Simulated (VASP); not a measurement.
**CuPt6: single point with PBE**

The system is CuPt6.

```
CELL_PARAMETERS angstrom
7.16713 0.00000 0.00000
-3.58356 6.20692 0.00000
0.00000 0.00000 2.67753
ATOMIC_POSITIONS crystal
Cu 0.00000 0.00000 0.50000
Pt 0.79079 0.20921 0.50000
Pt 0.79079 0.58158 0.50000
Pt 0.41842 0.20921 0.50000
Pt 0.20921 0.79079 0.50000
Pt 0.20921 0.41842 0.50000
Pt 0.58158 0.79079 0.50000
```

```yaml
Program: VASP 6.6.1
Task: single point
Functional: PBE
Potentials_or_basis: VASP PAW PBE potentials, release 64 (Cu, Pt)
Cutoff: 520 eV
k_mesh: 3 × 3 × 6
Occupations: gaussian, width 0.1 eV
Spin: no spin polarisation
```

The pressure is -0.3 GPa and the largest force is 0.011 eV/Å.

Forces in eV/Å, atoms in the order of the input:
```
Cu   0.000  0.000  0.000
Pt  -0.009  0.005  0.000
Pt   0.000 -0.011  0.000
Pt   0.009  0.005  0.000
Pt   0.009 -0.005  0.000
Pt   0.000  0.011  0.000
Pt  -0.009 -0.005  0.000
```

Stress tensor (GPa, compression positive):
```
-0.28  0.00  0.00
 0.00 -0.28  0.00
 0.00  0.00 -0.43
```

Levels at points of the mesh, in eV from the Fermi level:
| k point | band 32 | band 33 | band 34 | band 35 | band 36 | band 37 | band 38 | band 39 |
| --- | --- | --- | --- | --- | --- | --- | --- | --- |
| (0.00, 0.00, 0.00) | -0.15 | -0.15 | -0.13 | -0.13 | 0.29 | 0.29 | 0.45 | 0.45 |
| (0.00, 0.00, 0.50) | 0.58 | 0.65 | 0.66 | 0.66 | 1.52 | 2.48 | 4.12 | 4.49 |

It took 2.5 min on 1 thread of Intel(R) Xeon(R) Platinum 8488C (Sapphire Rapids), on a shared host, peak memory 0.26 GiB.

Caveat: the k points lie up to 0.39 Å⁻¹ apart; spin-orbit coupling is left out, which moves the levels of the heavy elements.
